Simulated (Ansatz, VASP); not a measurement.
Two plane-wave programs on Ti

```xyz
2
Lattice="2.9357 0.0000 0.0000 -1.4678 2.5424 0.0000 0.0000 0.0000 4.6364" Properties=species:S:1:pos:R:3 pbc="T T T"
Ti    0.0000    1.6949    1.1591
Ti    1.4678    0.8475    3.4773
```

Alike in both runs: functional r2SCAN; k mesh 18 × 18 × 10; occupations gaussian, width 0.1 eV; no spin polarisation.

Ansatz relaxed the structure, and its values are those at the end. VASP's run is a single point on that final structure, the one shown.

```csv
,VASP,Ansatz
version,VASP 6.6.1,Ansatz 0.2.0
potentials or method,"VASP PAW PBE potentials, release 64 (Ti_sv), cutoff 520 eV","scalar-relativistic, plane waves, PAW"
valence electrons in the cell,24,24
```

Ansatz gave:

| Quantity | Value |
| --- | --- |
| gap on the k mesh at the Fermi level (eV) | none |
| pressure (GPa) | 0.0 |

Question: What did VASP give for the same quantities?

Answer: gap on the k mesh at the Fermi level (eV): none; pressure (GPa): 0.4.

VASP's potentials were made for PBE, not for r2SCAN. A gap of «none» marks a metal or a gap that the smearing closes. With one functional, cell and mesh, what is left measures potentials, basis and numerics.
